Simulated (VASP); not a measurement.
# PbS (P-6m2) in VASP: electric field gradients with PBE

Aim: the electric field gradients of PbS with PBE.

All numbers are computed with VASP 6.6.1; they aren't measurements. Logs are shortened: lines on timing, memory, paths and dates and some standing lists are left out, and cuts for length are marked.

### Step 1. The cell of the first run

It takes space group P-6m2 (No. 187, hexagonal). Conventional cell: a = 4.090 Å, b = 4.090 Å, c = 3.788 Å, α = 90.00°, β = 90.00°, γ = 120.00°. Within 4.0 Å of Pb (site symmetry -6m2) lie 6 S at 3.03 Å and 2 Pb at 3.79 Å. S (site symmetry -6m2) has 6 Pb at 3.03 Å and 2 S at 3.79 Å within 4.0 Å.

### Step 2. Electric field gradients, PBE

Contents of INCAR:

```
  PREC = Accurate
  ENCUT = 400
  EDIFF = 1E-8
  ISMEAR = -1
  SIGMA = 0.05
  LREAL = F
  LASPH = T
  NELM = 120
  ALGO = Normal
  ISIF = 2
  LWAVE = F
  LCHARG = F
  GGA = PE
  LEFG = T
  NBANDS = 17
  GGA_COMPAT = F
```

Contents of KPOINTS:

```
regular mesh
0
Gamma
  8 8 7
```

Contents of POSCAR:

```
PbS
1.0
    4.0896976867      0.0000000000      0.0000000000
   -2.0448488433      3.5417820905      0.0000000000
    0.0000000000      0.0000000000      3.7881670000
Pb S
1 1
Direct
    0.0000000000      0.0000000000      0.0000000000
    0.6666666667      0.3333333333      0.5000000000
```

Potentials or basis: VASP PAW PBE potentials, release 64 (Pb_d, S).

Run with:

```
$ cat potpaw_PBE.64/Pb_d/POTCAR potpaw_PBE.64/S/POTCAR > POTCAR
$ mpirun -np 1 vasp_std > vasp.out
```

OUTCAR:

```text
PREC = Accurate
   ENCUT = 400
   EDIFF = 1E-8
   ISMEAR = -1
   LREAL = F
   LASPH = T
   NELM = 120
   ISIF = 2
   GGA = PE

 ion  position               nearest neighbor table
   1  0.000  0.000  0.000-   2 3.03   2 3.03   2 3.03   2 3.03   2 3.03   2 3.03
   2  0.667  0.333  0.500-   1 3.03   1 3.03   1 3.03   1 3.03   1 3.03   1 3.03

  LATTYP: Found a hexagonal cell.
 ALAT       =     4.0896976867
 C/A-ratio  =     0.9262706660

  Lattice vectors:

 A1 = (   4.0896976867,   0.0000000000,   0.0000000000)
 A2 = (  -2.0448488433,   3.5417820905,   0.0000000000)
 A3 = (   0.0000000000,   0.0000000000,   3.7881670000)

Analysis of symmetry for initial positions (statically):
=====================================================================
 Subroutine PRICEL returns:
 Original cell was already a primitive cell.

 Routine SETGRP: Setting up the symmetry group for a
 hexagonal supercell.

 Subroutine GETGRP returns: Found 12 space group operations
 (whereof 12 operations were pure point group operations)
 out of a pool of 24 trial point group operations.

The static configuration has the point symmetry D_3h.

Analysis of symmetry for dynamics (positions and initial velocities):
=====================================================================
 Subroutine PRICEL returns:
 Original cell was already a primitive cell.

 Routine SETGRP: Setting up the symmetry group for a
 hexagonal supercell.

 Subroutine GETGRP returns: Found 12 space group operations
 (whereof 12 operations were pure point group operations)
 out of a pool of 24 trial point group operations.

The dynamic configuration has the point symmetry D_3h.

 Subroutine INISYM returns: Found 12 space group operations
 (whereof 12 operations are pure point group operations),
 and found     1 'primitive' translations

----------------------------------------------------------------------------------------

                                     Primitive cell

  volume of cell :      54.8709

  direct lattice vectors                    reciprocal lattice vectors
     4.089697687  0.000000000  0.000000000     0.244516851  0.141171870  0.000000000
    -2.044848843  3.541782090  0.000000000     0.000000000  0.282343740  0.000000000
     0.000000000  0.000000000  3.788167000     0.000000000  0.000000000  0.263979914

  length of vectors
     4.089697687  4.089697687  3.788167000     0.282343740  0.282343740  0.263979914

  position of ions in fractional coordinates (direct lattice)
     0.000000000  0.000000000  0.000000000
     0.666666667  0.333333333  0.500000000

  ion indices of the primitive-cell ions
   primitive index   ion index
                 1           1
                 2           2

----------------------------------------------------------------------------------------

 KPOINTS: regular mesh

Automatic generation of k-mesh.
 Grid dimensions read from file:
 generate k-points for:    8    8    7

 Generating k-lattice:

  Cartesian coordinates                     Fractional coordinates (reciprocal lattice)
     0.030564606  0.017646484  0.000000000     0.125000000  0.000000000  0.000000000
     0.000000000  0.035292967  0.000000000     0.000000000  0.125000000  0.000000000
     0.000000000  0.000000000  0.037711416     0.000000000  0.000000000  0.142857143

  Length of vectors
     0.035292967  0.035292967  0.037711416

  Shift w.r.t. Gamma in fractional coordinates (k-lattice)
     0.000000000  0.000000000  0.000000000

 Subroutine IBZKPT returns following result:
 ===========================================

 Found     40 irreducible k-points:

 Following reciprocal coordinates:
            Coordinates               Weight
  0.000000  0.000000  0.000000      1.000000
  0.125000  0.000000  0.000000      6.000000
  0.250000  0.000000  0.000000      6.000000
  0.375000  0.000000  0.000000      6.000000
  0.500000  0.000000  0.000000      3.000000
  0.125000  0.125000  0.000000      6.000000
[... 16 lines left out ...]
  0.250000  0.000000  0.285714     12.000000
  0.375000  0.000000  0.285714     12.000000
 [... further k-points ...]
   k-points           NKPTS =     40   k-points in BZ     NKDIM =     40   number of bands    NBANDS=     17
   number of dos      NEDOS =    301   number of ions     NIONS =      2
   total plane-waves  NPLWV =  21952
   dimension x,y,z NGX =    28 NGY =   28 NGZ =   28
   dimension x,y,z NGXF=    56 NGYF=   56 NGZF=   56
   ions per type =               1   1
   NGX,Y,Z   is equivalent  to a cutoff of  11.38, 11.38, 12.29 a.u.
   NGXF,Y,Z  is equivalent  to a cutoff of  22.76, 22.76, 24.58 a.u.
 SYSTEM =  unknown system
   PREC   = accura    normal or accurate (medium, high low for compatibility)
   ISTART =      0    job   : 0-new  1-cont  2-samecut
   ICHARG =      2    charge: 1-file 2-atom 10-const
   ISPIN  =      1    spin polarized calculation?
   LNONCOLLINEAR =      F non collinear calculations
   LSORBIT =      F    spin-orbit coupling
   LASPH  =      T    aspherical Exc in radial PAW
   ENCUT  =  400.0 eV  29.40 Ry    5.42 a.u.   6.67  6.67  6.18*2*pi/ulx,y,z
   NELM   =    120;   NELMIN=  2; NELMDL= -5     # of ELM steps
   EDIFF  = 0.1E-07   stopping-criterion for ELM
   LREAL  =      F    real-space projection
   EDIFFG = 0.1E-06   stopping-criterion for IOM
   NSW    =      0    number of steps for IOM
   IBRION =     -1    ionic relax: 0-MD 1-quasi-New 2-CG
   NFREE  =      0    steps in history (QN), initial steepest desc. (CG)
   ISIF   =      2    stress and relaxation
   ISYM   =      2    0-nonsym 1-usesym 2-fastsym
   POTIM  = 0.5000    time-step for ionic-motion
   TEBEG  =    0.0;   TEEND  =   0.0 temperature during run
   PSTRESS=    0.0 pullay stress
   NELECT =      20.0000    total number of electrons
   NUPDOWN=      -1.0000    fix difference up-down
   EMIN   =  10.00;   EMAX   =-10.00  energy-range for DOS
   EFERMI =   0.00;   METHOD = LEGACY
   ISMEAR =    -1;   SIGMA  =   0.05  broadening in eV -4-tet -1-fermi 0-gaus
   EFERMI_NEDOS =   21; number of points for ismear=-14 and -15
   IALGO  =     38    algorithm
   IMIX   =      4    mixing-type and parameters
     AMIX     =   0.40;   BMIX     =  1.00
     AMIX_MAG =   1.60;   BMIX_MAG =  1.00
  volume/ion in A,a.u.               =      27.44       185.14
  Fermi-wavevector in a.u.,A,eV,Ry     =   1.169421  2.209885 18.606576  1.367545
  Thomas-Fermi vector in A             =   2.305894
   LORBIT       =      0    0 simple, 1 ext, 2 COOP (PROOUT), +10 PAW based schemes
   GGA     = PE    functional components
   LHFCALC =     F    Hartree Fock is set to
   AEXX    =    0.0000 exact exchange contribution
   IVDW    =     0    specifies the selected vdW correction
   LEPSILON=     F    determine dielectric tensor
   LRPA    =     F    only Hartree local field effects (RPA)
 non-spin polarized calculation
  energy-cutoff  :      400.00
  volume of cell :       54.87
 maximum number of plane-waves:      1026
 NGX is ok and might be reduce to    28
   NGX = 13   NGY = 13   NGZ = 13

 number of electron      20.0000007 magnetization

 Free energy of the ion-electron system (eV)
  ---------------------------------------------------
  ext. energy  EPLUGINS =         0.00000000
  ---------------------------------------------------
  free energy    TOTEN  =        -8.52319851 eV

  energy without entropy =       -8.52190531  energy(sigma->0) =       -8.52255191

 E-fermi :   5.1822     XC(G=0):  -9.4367

 val. band max:        5.0953624988   @ k =   0.3750   0.2500   0.0000
 cond. band min:       5.3076303366   @ k =   0.3750   0.2500   0.4286
 fundamental gap:      0.2122678378
 Fermi energy:         5.1822150992

 k-point     1 :       0.0000    0.0000    0.0000
  band No.  band energies     occupation
      1     -11.7110      2.00000
      2     -11.6930      2.00000
      3     -11.6930      2.00000
      4     -11.5904      2.00000
      5     -11.5904      2.00000
      6      -7.9644      2.00000
[... 9 lines left out ...]
     16      16.2449      0.00000
     17      16.3428      0.00000

 k-point     2 :       0.1250    0.0000    0.0000
  band No.  band energies     occupation
      1     -11.7075      2.00000
      2     -11.6959      2.00000
      3     -11.6838      2.00000
      4     -11.5951      2.00000
      5     -11.5914      2.00000
      6      -7.8434      2.00000
[... 9 lines left out ...]
     16      15.3820      0.00000
     17      15.9762      0.00000
[... 421 lines left out ...]
 k-point    24 :       0.3750    0.0000    0.2857
  band No.  band energies     occupation
      1     -11.7112      2.00000
      2     -11.6709      2.00000
      3     -11.6365      2.00000
      4     -11.6263      2.00000
      5     -11.6041      2.00000
      6      -6.6711      2.00000
[... 9 lines left out ...]
     16      15.5895      0.00000
     17      17.2407      0.00000

 [... further k-points ...]
[... 5 lines left out ...]
  --------------------------------------------------------------------------------------
  -------------------------------------------------------------------------------------
  Total       -0.0134429     -0.0134429     -0.0116912     -0.0000000      0.0000000      0.0000000
  in kB       -0.3925199     -0.3925199     -0.3413725     -0.0000000      0.0000000      0.0000000
  external PRESSURE =      -0.3754707 kB  Pullay stress =       0.0000000 kB

 VOLUME and BASIS-vectors are now :
 -----------------------------------------------------------------------------
  energy-cutoff  :      400.00
  volume of cell :       54.87
      direct lattice vectors                 reciprocal lattice vectors
     4.089697687  0.000000000  0.000000000     0.244516851  0.141171870  0.000000000
    -2.044848843  3.541782090  0.000000000     0.000000000  0.282343740  0.000000000
     0.000000000  0.000000000  3.788167000     0.000000000  0.000000000  0.263979914

 POSITION                                       TOTAL-FORCE (eV/Angst)
 -----------------------------------------------------------------------------------
      0.00000      0.00000      0.00000        -0.000000      0.000000      0.000000
      2.04485      1.18059      1.89408         0.000000     -0.000000      0.000000
 -----------------------------------------------------------------------------------
    total drift:                               -0.000000      0.000000      0.000000

  FREE ENERGIE OF THE ION-ELECTRON SYSTEM (eV)
  ---------------------------------------------------
  free  energy   TOTEN  =        -8.5231985133 eV

  energy  without entropy=       -8.5219053103  energy(sigma->0) =       -8.52255191

 Electric field gradients (V/A^2)
---------------------------------------------------------------------
 ion       V_xx      V_yy      V_zz      V_xy      V_xz      V_yz
---------------------------------------------------------------------
   1      35.368    35.370   -70.738     0.001    -0.000    -0.000
   2      -0.330    -0.330     0.660     0.000     0.000     0.000
---------------------------------------------------------------------

 Electric field gradients after diagonalization (V/A^2)
 (convention: |V_zz| > |V_xx| > |V_yy|)
----------------------------------------------------------------------
 ion       V_xx      V_yy      V_zz     asymmetry (V_yy - V_xx)/ V_zz
----------------------------------------------------------------------
   1      35.370    35.368   -70.738       0.000
   2      -0.330    -0.329     0.660       0.002
----------------------------------------------------------------------

           NMR quadrupolar parameters

 Cq : quadrupolar parameter    Cq=e*Q*V_zz/h
 eta: asymmetry parameters     (V_yy - V_xx)/ V_zz
 Q  : nuclear electric quadrupole moment in mb (millibarn)
----------------------------------------------------------------------
 ion       Cq(MHz)       eta       Q (mb)
----------------------------------------------------------------------
   1      -0.171       0.000       1.000
   2       0.002       0.002       1.000
----------------------------------------------------------------------
```

It took 33 s on 1 thread of Intel Xeon 6975P-C, shared host; peak memory 0.16 GiB.

What came out:

```yaml
Free_energy: -8.5232 eV
Pressure: 0.0 GPa
Band_gap_on_the_k_mesh: 0.21 eV, indirect (least direct gap 1.65 eV)
```

Electric field gradients, principal values (V/Å²):
```csv
atom,least,middle,greatest (by size)
1 Pb,35.368,35.370,-70.738
2 S,-0.329,-0.330,0.660
```

Caveat: without QUAD_EFG the Cq values of the log hold for a quadrupole moment of 1 mb, not for the nuclei; spin-orbit coupling is left out, which moves the levels of the heavy elements. A k mesh can miss the band edges.
